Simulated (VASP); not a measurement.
# AlN (km) (F-43m) in VASP: single point with PBEsol

Aim: the single point of AlN (km) with PBEsol.

Everything below comes from runs of VASP 6.6.1. Logs are shortened: lines on timing, memory, paths and dates and some standing lists are left out, and cuts for length are marked.

### 1 The cell of the first run

It takes space group F-43m (No. 216, cubic). The conventional cell has a = 4.377 Å, b = 4.377 Å, c = 4.377 Å, α = 90.00°, β = 90.00°, γ = 90.00°. Al (site symmetry -43m) has 4 N at 1.90 Å within 2.5 Å. Within 2.5 Å of N (site symmetry -43m) lie 4 Al at 1.90 Å.

### 2 Single point, PBEsol

INCAR

```
ALGO = Normal
EDIFF = 1E-6
ENCUT = 600
GGA = PS
GGA_COMPAT = F
ISIF = 2
ISMEAR = 0
LASPH = T
LCHARG = F
LREAL = F
LWAVE = F
NBANDS = 11
NELM = 120
PREC = Accurate
SIGMA = 0.02
```

KPOINTS

```
k-points
0
Gamma
  6 6 6
```

POSCAR

```
AlN
1.0
    0.0000000000      2.1886938983      2.1886938983
    2.1886938983      0.0000000000      2.1886938983
    2.1886938983      2.1886938983      0.0000000000
Al N
1 1
Direct
    0.0000000000      0.0000000000      0.0000000000
    0.2500000000      0.2500000000      0.2500000000
```

Potentials or basis: VASP PAW PBE potentials, release 64 (Al, N).

Started as:

```console
cat potpaw_PBE.64/Al/POTCAR potpaw_PBE.64/N/POTCAR > POTCAR
mpirun -np 1 vasp_std > vasp.out
```

OUTCAR:

```text
EDIFF = 1E-6
   ENCUT = 600
   GGA = PS
   ISIF = 2
   ISMEAR = 0
   LASPH = T
   LREAL = F
   NELM = 120
   PREC = Accurate

 ion  position               nearest neighbor table
   1  0.000  0.000  0.000-   2 1.90   2 1.90   2 1.90   2 1.90
   2  0.250  0.250  0.250-   1 1.90   1 1.90   1 1.90   1 1.90

  LATTYP: Found a face centered cubic cell.
 ALAT       =     4.3773877966

  Lattice vectors:

 A1 = (   0.0000000000,   2.1886938983,   2.1886938983)
 A2 = (   2.1886938983,   0.0000000000,   2.1886938983)
 A3 = (   2.1886938983,   2.1886938983,   0.0000000000)

Analysis of symmetry for initial positions (statically):
=====================================================================
 Subroutine PRICEL returns:
 Original cell was already a primitive cell.

 Routine SETGRP: Setting up the symmetry group for a
 face centered cubic supercell.

 Subroutine GETGRP returns: Found 24 space group operations
 (whereof 24 operations were pure point group operations)
 out of a pool of 48 trial point group operations.

The static configuration has the point symmetry T_d .

Analysis of symmetry for dynamics (positions and initial velocities):
=====================================================================
 Subroutine PRICEL returns:
 Original cell was already a primitive cell.

 Routine SETGRP: Setting up the symmetry group for a
 face centered cubic supercell.

 Subroutine GETGRP returns: Found 24 space group operations
 (whereof 24 operations were pure point group operations)
 out of a pool of 48 trial point group operations.

The dynamic configuration has the point symmetry T_d .

 Subroutine INISYM returns: Found 24 space group operations
 (whereof 24 operations are pure point group operations),
 and found     1 'primitive' translations

----------------------------------------------------------------------------------------

                                     Primitive cell

  volume of cell :      20.9694

  direct lattice vectors                    reciprocal lattice vectors
     0.000000000  2.188693898  2.188693898    -0.228446746  0.228446746  0.228446746
     2.188693898  0.000000000  2.188693898     0.228446746 -0.228446746  0.228446746
     2.188693898  2.188693898  0.000000000     0.228446746  0.228446746 -0.228446746

  length of vectors
     3.095280595  3.095280595  3.095280595     0.395681372  0.395681372  0.395681372

  position of ions in fractional coordinates (direct lattice)
     0.000000000  0.000000000  0.000000000
     0.250000000  0.250000000  0.250000000

  ion indices of the primitive-cell ions
   primitive index   ion index
                 1           1
                 2           2

----------------------------------------------------------------------------------------

 KPOINTS: k-points

Automatic generation of k-mesh.
 Grid dimensions read from file:
 generate k-points for:    6    6    6

 Generating k-lattice:

  Cartesian coordinates                     Fractional coordinates (reciprocal lattice)
    -0.038074458  0.038074458  0.038074458     0.166666667  0.000000000  0.000000000
     0.038074458 -0.038074458  0.038074458     0.000000000  0.166666667  0.000000000
     0.038074458  0.038074458 -0.038074458     0.000000000  0.000000000  0.166666667

  Length of vectors
     0.065946895  0.065946895  0.065946895

  Shift w.r.t. Gamma in fractional coordinates (k-lattice)
     0.000000000  0.000000000  0.000000000

 Subroutine IBZKPT returns following result:
 ===========================================

 Found     16 irreducible k-points:

 Following reciprocal coordinates:
            Coordinates               Weight
  0.000000  0.000000  0.000000      1.000000
  0.166667  0.000000  0.000000      8.000000
  0.333333  0.000000  0.000000      8.000000
  0.500000  0.000000  0.000000      4.000000
  0.166667  0.166667  0.000000      6.000000
  0.333333  0.166667  0.000000     24.000000
[... 8 lines left out ...]
 -0.333333  0.333333  0.166667     24.000000
 -0.333333  0.500000  0.166667     12.000000
   k-points           NKPTS =     16   k-points in BZ     NKDIM =     16   number of bands    NBANDS=     11
   number of dos      NEDOS =    301   number of ions     NIONS =      2
   total plane-waves  NPLWV =  21952
   dimension x,y,z NGX =    28 NGY =   28 NGZ =   28
   dimension x,y,z NGXF=    56 NGYF=   56 NGZF=   56
   ions per type =               1   1
   NGX,Y,Z   is equivalent  to a cutoff of  15.04, 15.04, 15.04 a.u.
   NGXF,Y,Z  is equivalent  to a cutoff of  30.08, 30.08, 30.08 a.u.
 SYSTEM =  unknown system
   PREC   = accura    normal or accurate (medium, high low for compatibility)
   ISTART =      0    job   : 0-new  1-cont  2-samecut
   ICHARG =      2    charge: 1-file 2-atom 10-const
   ISPIN  =      1    spin polarized calculation?
   LNONCOLLINEAR =      F non collinear calculations
   LSORBIT =      F    spin-orbit coupling
   LASPH  =      T    aspherical Exc in radial PAW
   ENCUT  =  600.0 eV  44.10 Ry    6.64 a.u.   6.18  6.18  6.18*2*pi/ulx,y,z
   NELM   =    120;   NELMIN=  2; NELMDL= -5     # of ELM steps
   EDIFF  = 0.1E-05   stopping-criterion for ELM
   LREAL  =      F    real-space projection
   EDIFFG = 0.1E-04   stopping-criterion for IOM
   NSW    =      0    number of steps for IOM
   IBRION =     -1    ionic relax: 0-MD 1-quasi-New 2-CG
   NFREE  =      0    steps in history (QN), initial steepest desc. (CG)
   ISIF   =      2    stress and relaxation
   ISYM   =      2    0-nonsym 1-usesym 2-fastsym
   POTIM  = 0.5000    time-step for ionic-motion
   TEBEG  =    0.0;   TEEND  =   0.0 temperature during run
   PSTRESS=    0.0 pullay stress
   NELECT =       8.0000    total number of electrons
   NUPDOWN=      -1.0000    fix difference up-down
   EMIN   =  10.00;   EMAX   =-10.00  energy-range for DOS
   EFERMI =   0.00;   METHOD = LEGACY
   ISMEAR =     0;   SIGMA  =   0.02  broadening in eV -4-tet -1-fermi 0-gaus
   EFERMI_NEDOS =   21; number of points for ismear=-14 and -15
   IALGO  =     38    algorithm
   IMIX   =      4    mixing-type and parameters
     AMIX     =   0.40;   BMIX     =  1.00
     AMIX_MAG =   1.60;   BMIX_MAG =  1.00
  volume/ion in A,a.u.               =      10.48        70.75
  Fermi-wavevector in a.u.,A,eV,Ry     =   1.187344  2.243754 19.181292  1.409785
  Thomas-Fermi vector in A             =   2.323497
   LORBIT       =      0    0 simple, 1 ext, 2 COOP (PROOUT), +10 PAW based schemes
   GGA     = PS    functional components
   LHFCALC =     F    Hartree Fock is set to
   AEXX    =    0.0000 exact exchange contribution
   IVDW    =     0    specifies the selected vdW correction
   LEPSILON=     F    determine dielectric tensor
   LRPA    =     F    only Hartree local field effects (RPA)
 non-spin polarized calculation
 Gauss-broadening in eV      SIGMA  =   0.02
  energy-cutoff  :      600.00
  volume of cell :       20.97
 maximum number of plane-waves:       725
 NGX is ok and might be reduce to    28
   NGX = 13   NGY = 13   NGZ = 13

 number of electron       7.9999999 magnetization

 Free energy of the ion-electron system (eV)
  ---------------------------------------------------
  ext. energy  EPLUGINS =         0.00000000
  ---------------------------------------------------
  free energy    TOTEN  =       -15.61100950 eV

  energy without entropy =      -15.61100950  energy(sigma->0) =      -15.61100950

 E-fermi :   5.9739     XC(G=0): -11.1009

 val. band max:        5.8196739965   @ k =   0.0000   0.0000   0.0000
 cond. band min:       9.0012485144   @ k =   0.5000   0.5000   0.0000
 fundamental gap:      3.1815745179
 Fermi energy:         5.9738834117

 k-point     1 :       0.0000    0.0000    0.0000
  band No.  band energies     occupation
      1      -9.1024      2.00000
      2       5.8197      2.00000
      3       5.8197      2.00000
      4       5.8197      2.00000
      5       9.8947      0.00000
      6      18.2230      0.00000
      7      18.2230      0.00000
      8      18.2230      0.00000
      9      23.3535      0.00000
     10      23.3535      0.00000
     11      24.6931      0.00000

 k-point     2 :       0.1667    0.0000    0.0000
  band No.  band energies     occupation
      1      -8.7030      2.00000
      2       3.9521      2.00000
      3       5.6869      2.00000
      4       5.6869      2.00000
      5      11.3201      0.00000
      6      17.3091      0.00000
      7      18.3892      0.00000
      8      18.3892      0.00000
      9      21.5355      0.00000
     10      21.5355      0.00000
     11      23.2455      0.00000

 k-point     3 :       0.3333    0.0000    0.0000
  band No.  band energies     occupation
      1      -7.7099      2.00000
      2       1.2464      2.00000
      3       5.4471      2.00000
      4       5.4471      2.00000
      5      12.6905      0.00000
      6      16.0701      0.00000
      7      17.3968      0.00000
      8      17.3968      0.00000
      9      22.9227      0.00000
     10      23.1629      0.00000
     11      23.1629      0.00000

 k-point     4 :       0.5000    0.0000    0.0000
  band No.  band energies     occupation
      1      -7.0369      2.00000
      2      -0.0678      2.00000
      3       5.3382      2.00000
      4       5.3382      2.00000
      5      13.0462      0.00000
      6      15.5411      0.00000
      7      16.8127      0.00000
      8      16.8127      0.00000
      9      23.5607      0.00000
     10      25.6989      0.00000
     11      25.6989      0.00000

 k-point     5 :       0.1667    0.1667    0.0000
  band No.  band energies     occupation
      1      -8.5713      2.00000
      2       4.0796      2.00000
      3       5.2983      2.00000
      4       5.2983      2.00000
      5      11.6003      0.00000
      6      16.8278      0.00000
      7      18.2553      0.00000
      8      18.9474      0.00000
      9      18.9474      0.00000
     10      24.1882      0.00000
     11      26.3918      0.00000
[... 99 lines left out ...]
 k-point    13 :       0.5000    0.5000    0.0000
  band No.  band energies     occupation
      1      -6.3965      2.00000
      2       0.8917      2.00000
      3       4.0368      2.00000
      4       4.0368      2.00000
      5       9.0012      0.00000
      6      14.2610      0.00000
      7      19.6057      0.00000
      8      21.3652      0.00000
      9      21.3652      0.00000
     10      29.1564      0.00000
     11      29.5852      0.00000

 k-point    14 :       0.5000    0.3333    0.1667
  band No.  band energies     occupation
      1      -7.0026      2.00000
      2       1.4822      2.00000
      3       3.4864      2.00000
      4       4.5914      2.00000
      5      12.1223      0.00000
      6      16.0994      0.00000
      7      16.5682      0.00000
      8      19.1504      0.00000
      9      21.3878      0.00000
     10      25.5668      0.00000
     11      28.7019      0.00000

 k-point    15 :      -0.3333    0.3333    0.1667
  band No.  band energies     occupation
      1      -6.5349      2.00000
      2       1.1665      2.00000
      3       2.8671      2.00000
      4       4.1575      2.00000
      5      12.1838      0.00000
      6      15.7359      0.00000
      7      17.7163      0.00000
      8      18.7619      0.00000
      9      22.4670      0.00000
     10      24.2138      0.00000
     11      29.6133      0.00000

 k-point    16 :      -0.3333    0.5000    0.1667
  band No.  band energies     occupation
      1      -6.3537      2.00000
      2       1.4837      2.00000
      3       3.0210      2.00000
      4       3.2931      2.00000
      5      10.9456      0.00000
      6      15.9636      0.00000
      7      18.6382      0.00000
      8      18.6856      0.00000
      9      22.2027      0.00000
     10      25.8283      0.00000
     11      30.2015      0.00000

------------------------ aborting loop because EDIFF is reached ----------------------------------------

  FORCE on cell =-STRESS in cart. coord.  units (eV):
  Direction    XX          YY          ZZ          XY          YZ          ZX
  --------------------------------------------------------------------------------------
  -------------------------------------------------------------------------------------
  Total       -0.0187493     -0.0187493     -0.0187493      0.0000000      0.0000000      0.0000000
  in kB       -1.4325506     -1.4325506     -1.4325506      0.0000000      0.0000000      0.0000000
  external PRESSURE =      -1.4325506 kB  Pullay stress =       0.0000000 kB

 VOLUME and BASIS-vectors are now :
 -----------------------------------------------------------------------------
  energy-cutoff  :      600.00
  volume of cell :       20.97
      direct lattice vectors                 reciprocal lattice vectors
     0.000000000  2.188693898  2.188693898    -0.228446746  0.228446746  0.228446746
     2.188693898  0.000000000  2.188693898     0.228446746 -0.228446746  0.228446746
     2.188693898  2.188693898  0.000000000     0.228446746  0.228446746 -0.228446746

 POSITION                                       TOTAL-FORCE (eV/Angst)
 -----------------------------------------------------------------------------------
      0.00000      0.00000      0.00000         0.000000      0.000000      0.000000
      1.09435      1.09435      1.09435        -0.000000     -0.000000     -0.000000
 -----------------------------------------------------------------------------------
    total drift:                                0.000000      0.000000      0.000000

  FREE ENERGIE OF THE ION-ELECTRON SYSTEM (eV)
  ---------------------------------------------------
  free  energy   TOTEN  =       -15.6110094983 eV

  energy  without entropy=      -15.6110094983  energy(sigma->0) =      -15.61100950
```

It took 10 s on 1 thread of Intel Xeon Platinum 8488C (Sapphire Rapids), shared host; peak memory 0.14 GiB.

Results:

```
Free energy            : -15.6110 eV
Pressure               : -0.1 GPa
Band gap on the k mesh : 3.18 eV, indirect (least direct gap 4.08 eV)
```

Caveat: the PAW data sets were made with another functional, which shifts forces and pressure a little.
